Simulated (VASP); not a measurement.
# CdS (P6_3mc) in VASP: single point with PBE

Aim: the single point of CdS with PBE.

Everything below comes from runs of VASP 6.6.1. Logs are shortened: lines on timing, memory, paths and dates and some standing lists are left out, and cuts for length are marked.

**1. The cell of the first run**

It takes space group P6_3mc (No. 186, hexagonal). The conventional cell has a = 4.136 Å, b = 4.136 Å, c = 6.673 Å, α = 90.00°, β = 90.00°, γ = 120.00°. Cd (site symmetry 3m) has 4 S at 2.52 to 2.53 Å within 3.3 Å. S (site symmetry 3m) has 4 Cd at 2.52 to 2.53 Å within 3.3 Å.

**2. Single point, PBE**

File INCAR:

```
SYSTEM = CdS
PREC = Accurate
ENCUT = 520
EDIFF = 1E-7
ISMEAR = 0
SIGMA = 0.05
LREAL = .False.
LASPH = .True.
NELM = 80
ALGO = Normal
ISIF = 2
LWAVE = .False.
LCHARG = .False.
GGA = PE
NBANDS = 26
```

File KPOINTS:

```
Automatic mesh
0
Gamma
  8 8 5
  0 0 0
```

File POSCAR:

```
CdS
1.0
    4.1360000000      0.0000000000      0.0000000000
   -2.0680000000      3.5818810700      0.0000000000
    0.0000000000      0.0000000000      6.6727220000
Cd S
2 2
Direct
    0.3333333333      0.6666666667     -0.0007976358
    0.6666666667      0.3333333333      0.4992023642
    0.3333333333      0.6666666667      0.3777976358
    0.6666666667      0.3333333333      0.8777976358
```

Potentials or basis: VASP PAW PBE potentials, release 64 (Cd, S).

Run with:

```sh
cat potpaw_PBE.64/Cd/POTCAR potpaw_PBE.64/S/POTCAR > POTCAR
mpirun -np 1 vasp_std > vasp.out
```

OUTCAR:

```text
SYSTEM = CdS
   PREC = Accurate
   ENCUT = 520
   EDIFF = 1E-7
   ISMEAR = 0
   LREAL = .False.
   LASPH = .True.
   NELM = 80
   ISIF = 2
   GGA = PE

 ion  position               nearest neighbor table
   1  0.333  0.667  0.999-   4 2.52   4 2.52   4 2.52   3 2.53
   2  0.667  0.333  0.499-   3 2.52   3 2.52   3 2.52   4 2.53
   3  0.333  0.667  0.378-   2 2.52   2 2.52   2 2.52   1 2.53
   4  0.667  0.333  0.878-   1 2.52   1 2.52   1 2.52   2 2.53

  LATTYP: Found a hexagonal cell.
 ALAT       =     4.1360000000
 C/A-ratio  =     1.6133273694

  Lattice vectors:

 A1 = (   4.1360000000,   0.0000000000,   0.0000000000)
 A2 = (  -2.0680000000,   3.5818810700,   0.0000000000)
 A3 = (   0.0000000000,   0.0000000000,   6.6727220000)

Analysis of symmetry for initial positions (statically):
=====================================================================
 Subroutine PRICEL returns:
 Original cell was already a primitive cell.

 Routine SETGRP: Setting up the symmetry group for a
 hexagonal supercell.

 Subroutine GETGRP returns: Found 12 space group operations
 (whereof  6 operations were pure point group operations)
 out of a pool of 24 trial point group operations.

The static configuration has the point symmetry C_3v.
 The point group associated with its full space group is C_6v.

Analysis of symmetry for dynamics (positions and initial velocities):
=====================================================================
 Subroutine PRICEL returns:
 Original cell was already a primitive cell.

 Routine SETGRP: Setting up the symmetry group for a
 hexagonal supercell.

 Subroutine GETGRP returns: Found 12 space group operations
 (whereof  6 operations were pure point group operations)
 out of a pool of 24 trial point group operations.

The dynamic configuration has the point symmetry C_3v.
 The point group associated with its full space group is C_6v.

 Subroutine INISYM returns: Found 12 space group operations
 (whereof  6 operations are pure point group operations),
 and found     1 'primitive' translations

----------------------------------------------------------------------------------------

                                     Primitive cell

  volume of cell :      98.8541

  direct lattice vectors                    reciprocal lattice vectors
     4.136000000  0.000000000  0.000000000     0.241779497  0.139591458  0.000000000
    -2.068000000  3.581881070  0.000000000     0.000000000  0.279182915  0.000000000
     0.000000000  0.000000000  6.672722000     0.000000000  0.000000000  0.149863879

  length of vectors
     4.136000000  4.136000000  6.672722000     0.279182915  0.279182915  0.149863879

  position of ions in fractional coordinates (direct lattice)
     0.333333333  0.666666667  0.999202364
     0.666666667  0.333333333  0.499202364
     0.333333333  0.666666667  0.377797636
     0.666666667  0.333333333  0.877797636

  ion indices of the primitive-cell ions
   primitive index   ion index
                 1           1
                 2           2
                 3           3
                 4           4

----------------------------------------------------------------------------------------

 KPOINTS: Automatic mesh

Automatic generation of k-mesh.
 Grid dimensions read from file:
 generate k-points for:    8    8    5

 Generating k-lattice:

  Cartesian coordinates                     Fractional coordinates (reciprocal lattice)
     0.030222437  0.017448932  0.000000000     0.125000000 -0.000000000  0.000000000
     0.000000000  0.034897864  0.000000000     0.000000000  0.125000000  0.000000000
     0.000000000  0.000000000  0.029972776     0.000000000  0.000000000  0.200000000

  Length of vectors
     0.034897864  0.034897864  0.029972776

  Shift w.r.t. Gamma in fractional coordinates (k-lattice)
     0.000000000  0.000000000  0.000000000

 Subroutine IBZKPT returns following result:
 ===========================================

 Found     30 irreducible k-points:

 Following reciprocal coordinates:
            Coordinates               Weight
  0.000000  0.000000  0.000000      1.000000
  0.125000 -0.000000  0.000000      6.000000
  0.250000 -0.000000  0.000000      6.000000
  0.375000  0.000000  0.000000      6.000000
  0.500000 -0.000000  0.000000      3.000000
  0.125000  0.125000  0.000000      6.000000
[... 16 lines left out ...]
  0.250000 -0.000000  0.400000     12.000000
  0.375000  0.000000  0.400000     12.000000
 [... further k-points ...]
   k-points           NKPTS =     30   k-points in BZ     NKDIM =     30   number of bands    NBANDS=     26
   number of dos      NEDOS =    301   number of ions     NIONS =      4
   total plane-waves  NPLWV =  51200
   dimension x,y,z NGX =    32 NGY =   32 NGZ =   50
   dimension x,y,z NGXF=    64 NGYF=   64 NGZF=  100
   ions per type =               2   2
   NGX,Y,Z   is equivalent  to a cutoff of  12.86, 12.86, 12.46 a.u.
   NGXF,Y,Z  is equivalent  to a cutoff of  25.72, 25.72, 24.91 a.u.
 SYSTEM =  CdS
   PREC   = accura    normal or accurate (medium, high low for compatibility)
   ISTART =      0    job   : 0-new  1-cont  2-samecut
   ICHARG =      2    charge: 1-file 2-atom 10-const
   ISPIN  =      1    spin polarized calculation?
   LNONCOLLINEAR =      F non collinear calculations
   LSORBIT =      F    spin-orbit coupling
   LASPH  =      T    aspherical Exc in radial PAW
   ENCUT  =  520.0 eV  38.22 Ry    6.18 a.u.   7.69  7.69 12.41*2*pi/ulx,y,z
   NELM   =     80;   NELMIN=  2; NELMDL= -5     # of ELM steps
   EDIFF  = 0.1E-06   stopping-criterion for ELM
   LREAL  =      F    real-space projection
   EDIFFG = 0.1E-05   stopping-criterion for IOM
   NSW    =      0    number of steps for IOM
   IBRION =     -1    ionic relax: 0-MD 1-quasi-New 2-CG
   NFREE  =      0    steps in history (QN), initial steepest desc. (CG)
   ISIF   =      2    stress and relaxation
   ISYM   =      2    0-nonsym 1-usesym 2-fastsym
   POTIM  = 0.5000    time-step for ionic-motion
   TEBEG  =    0.0;   TEEND  =   0.0 temperature during run
   PSTRESS=    0.0 pullay stress
   NELECT =      36.0000    total number of electrons
   NUPDOWN=      -1.0000    fix difference up-down
   EMIN   =  10.00;   EMAX   =-10.00  energy-range for DOS
   EFERMI =   0.00;   METHOD = LEGACY
   ISMEAR =     0;   SIGMA  =   0.05  broadening in eV -4-tet -1-fermi 0-gaus
   EFERMI_NEDOS =   21; number of points for ismear=-14 and -15
   IALGO  =     38    algorithm
   IMIX   =      4    mixing-type and parameters
     AMIX     =   0.40;   BMIX     =  1.00
     AMIX_MAG =   1.60;   BMIX_MAG =  1.00
  volume/ion in A,a.u.               =      24.71       166.78
  Fermi-wavevector in a.u.,A,eV,Ry     =   1.169080  2.209240 18.595724  1.366747
  Thomas-Fermi vector in A             =   2.305557
   LORBIT       =      0    0 simple, 1 ext, 2 COOP (PROOUT), +10 PAW based schemes
   GGA     = PE    functional components
   LHFCALC =     F    Hartree Fock is set to
   AEXX    =    0.0000 exact exchange contribution
   IVDW    =     0    specifies the selected vdW correction
   LEPSILON=     F    determine dielectric tensor
   LRPA    =     F    only Hartree local field effects (RPA)
 non-spin polarized calculation
 Gauss-broadening in eV      SIGMA  =   0.05
  energy-cutoff  :      520.00
  volume of cell :       98.85
 maximum number of plane-waves:      2707
 NGX is ok and might be reduce to    32
   NGX = 15   NGY = 15   NGZ = 25

 number of electron      36.0000000 magnetization

 Free energy of the ion-electron system (eV)
  ---------------------------------------------------
  ext. energy  EPLUGINS =         0.00000000
  ---------------------------------------------------
  free energy    TOTEN  =       -12.23784856 eV

  energy without entropy =      -12.23784856  energy(sigma->0) =      -12.23784856

 E-fermi :   1.5562     XC(G=0):  -9.1609

 val. band max:        1.3346486477   @ k =   0.0000   0.0000   0.0000
 cond. band min:       2.5871728326   @ k =   0.0000   0.0000   0.0000
 fundamental gap:      1.2525241849
 Fermi energy:         1.5561839891

 k-point     1 :       0.0000    0.0000    0.0000
  band No.  band energies     occupation
      1     -11.0520      2.00000
      2     -10.6111      2.00000
      3      -6.3700      2.00000
      4      -6.3700      2.00000
      5      -6.3696      2.00000
      6      -6.2850      2.00000
[... 18 lines left out ...]
     25       8.9127      0.00000
     26       9.1406      0.00000

 k-point     2 :       0.1250   -0.0000    0.0000
  band No.  band energies     occupation
      1     -10.9965      2.00000
      2     -10.5872      2.00000
      3      -6.3564      2.00000
      4      -6.3468      2.00000
      5      -6.3242      2.00000
      6      -6.2584      2.00000
[... 18 lines left out ...]
     25       8.9725      0.00000
     26       9.2539      0.00000

 k-point     3 :       0.2500   -0.0000    0.0000
  band No.  band energies     occupation
      1     -10.8567      2.00000
      2     -10.5343      2.00000
      3      -6.3116      2.00000
      4      -6.2979      2.00000
      5      -6.2132      2.00000
      6      -6.1735      2.00000
[... 18 lines left out ...]
     25       9.3629      0.00000
     26       9.9104      0.00000

 k-point     4 :       0.3750    0.0000    0.0000
  band No.  band energies     occupation
      1     -10.7025      2.00000
      2     -10.4950      2.00000
      3      -6.2811      2.00000
      4      -6.2627      2.00000
      5      -6.1162      2.00000
      6      -6.0955      2.00000
[... 18 lines left out ...]
     25       9.7936      0.00000
     26      10.6193      0.00000

 k-point     5 :       0.5000   -0.0000    0.0000
  band No.  band energies     occupation
      1     -10.6278      2.00000
      2     -10.4896      2.00000
      3      -6.2735      2.00000
      4      -6.2528      2.00000
      5      -6.0647      2.00000
      6      -6.0612      2.00000
[... 18 lines left out ...]
     25       9.8025      0.00000
     26      11.5071      0.00000

 k-point     6 :       0.1250    0.1250    0.0000
  band No.  band energies     occupation
      1     -10.8987      2.00000
      2     -10.5489      2.00000
      3      -6.3190      2.00000
      4      -6.3147      2.00000
      5      -6.2446      2.00000
      6      -6.2150      2.00000
[... 427 lines left out ...]
 k-point    21 :       0.0000    0.0000    0.4000
  band No.  band energies     occupation
      1     -10.8958      2.00000
      2     -10.7587      2.00000
      3      -6.3473      2.00000
      4      -6.3473      2.00000
      5      -6.3211      2.00000
      6      -6.3211      2.00000
[... 18 lines left out ...]
     25       8.3159      0.00000
     26       8.3159      0.00000

 k-point    22 :       0.1250   -0.0000    0.4000
  band No.  band energies     occupation
      1     -10.8501      2.00000
      2     -10.7227      2.00000
      3      -6.3224      2.00000
      4      -6.3199      2.00000
      5      -6.2966      2.00000
      6      -6.2909      2.00000
[... 18 lines left out ...]
     25       8.5925      0.00000
     26       8.6329      0.00000

 k-point    23 :       0.2500   -0.0000    0.4000
  band No.  band energies     occupation
      1     -10.7377      2.00000
      2     -10.6373      2.00000
      3      -6.2776      2.00000
      4      -6.2571      2.00000
      5      -6.2438      2.00000
      6      -6.2186      2.00000
[... 18 lines left out ...]
     25       8.8850      0.00000
     26       9.3891      0.00000

 k-point    24 :       0.3750    0.0000    0.4000
  band No.  band energies     occupation
      1     -10.6211      2.00000
      2     -10.5565      2.00000
      3      -6.2633      2.00000
      4      -6.2133      2.00000
      5      -6.2029      2.00000
      6      -6.1504      2.00000
[... 18 lines left out ...]
     25       9.2586      0.00000
     26      10.0888      0.00000

 [... further k-points ...]

------------------------ aborting loop because EDIFF is reached ----------------------------------------

  FORCE on cell =-STRESS in cart. coord.  units (eV):
  Direction    XX          YY          ZZ          XY          YZ          ZX
  --------------------------------------------------------------------------------------
  -------------------------------------------------------------------------------------
  Total        2.0759039      2.0759039      2.3251276      0.0000000     -0.0000000      0.0000000
  in kB       33.6451986     33.6451986     37.6844912      0.0000000     -0.0000000      0.0000000
  external PRESSURE =      34.9916295 kB  Pullay stress =       0.0000000 kB

 VOLUME and BASIS-vectors are now :
 -----------------------------------------------------------------------------
  energy-cutoff  :      520.00
  volume of cell :       98.85
      direct lattice vectors                 reciprocal lattice vectors
     4.136000000  0.000000000  0.000000000     0.241779497  0.139591458  0.000000000
    -2.068000000  3.581881070  0.000000000     0.000000000  0.279182915  0.000000000
     0.000000000  0.000000000  6.672722000     0.000000000  0.000000000  0.149863879

 POSITION                                       TOTAL-FORCE (eV/Angst)
 -----------------------------------------------------------------------------------
     -0.00000      2.38792      6.66740         0.000000      0.000000     -0.000111
      2.06800      1.19396      3.33104        -0.000000     -0.000000     -0.000111
     -0.00000      2.38792      2.52094         0.000000     -0.000000      0.000111
      2.06800      1.19396      5.85730        -0.000000     -0.000000      0.000111
 -----------------------------------------------------------------------------------
    total drift:                               -0.000000     -0.000000      0.000116

  FREE ENERGIE OF THE ION-ELECTRON SYSTEM (eV)
  ---------------------------------------------------
  free  energy   TOTEN  =       -12.2378485563 eV

  energy  without entropy=      -12.2378485563  energy(sigma->0) =      -12.23784856
```

Wall time 58 s (1 thread of Intel Xeon Platinum 8259CL at 2.50GHz (Skylake/Cascade Lake), shared host); peak memory 0.24 GiB.

What came out:

* Free energy: -12.2378 eV
* Pressure: 3.5 GPa
* Band gap on the k mesh: 1.25 eV, direct

Levels at points of the mesh, in eV from the valence-band top:
```csv
k point,band 14,band 15,band 16,band 17,band 18,band 19,band 20,band 21,band 22,band 23
"(0.00, 0.00, 0.00)",-0.77,-0.77,-0.02,0.00,0.00,1.25,2.76,6.45,6.45,6.88
"(0.50, 0.00, 0.00)",-3.54,-2.65,-1.91,-1.29,-0.77,3.76,3.86,5.15,6.49,7.07
```
